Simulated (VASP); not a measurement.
Runs of VASP 6.6.1 on Si2W. The structure is that of space group I4/mmm (No. 139), or close to it. The cells are those of the table. 

```csv
task,level,cell,cutoff (eV),gap on the mesh (eV),pressure (GPa),largest force (eV/Å)
relaxation of shape and atoms at fixed volume,revPBE,"relaxed from a = 4.591 Å, angles 138.4, 138.4, 60.3°, 3 atoms",600,none,-4.2,-
single point,revPBE,"a = 4.533 Å, angles 138.4, 138.4, 60.2°, 3 atoms",520,none,(b),0.01
single point,revPBE,"a = 4.505 Å, angles 138.5, 138.5, 60.2°, 3 atoms",520,none,(a),0.01
single point,BLYP+D3(BJ),"a = 4.440 Å, angles 138.4, 138.4, 60.2°, 3 atoms",520,none,11.3,0.02
single point,BLYP+D3(BJ),"a = 4.521 Å, angles 138.3, 138.3, 60.5°, 3 atoms",520,none,-3.0,0.01
```

Alike in all rows: potentials or basis VASP PAW PBE potentials, release 64 (Si, W_sv); no spin polarisation; k mesh 10 × 10 × 10; smearing gaussian 0.05 eV.

Q: Estimate the missing entries.

A: (a) 9.3; (b) 4.3.

Caveats: the PAW data sets were made with another functional, which shifts forces and pressure a little; spin-orbit coupling is left out, which moves the levels of the heavy elements; pairwise dispersion overbinds metals, which lowers pressure and volume (some runs).

A k mesh can miss the band edges, and the runs leave out spin-orbit coupling on W.

A gap of «none» marks levels without a gap at the run's occupations.
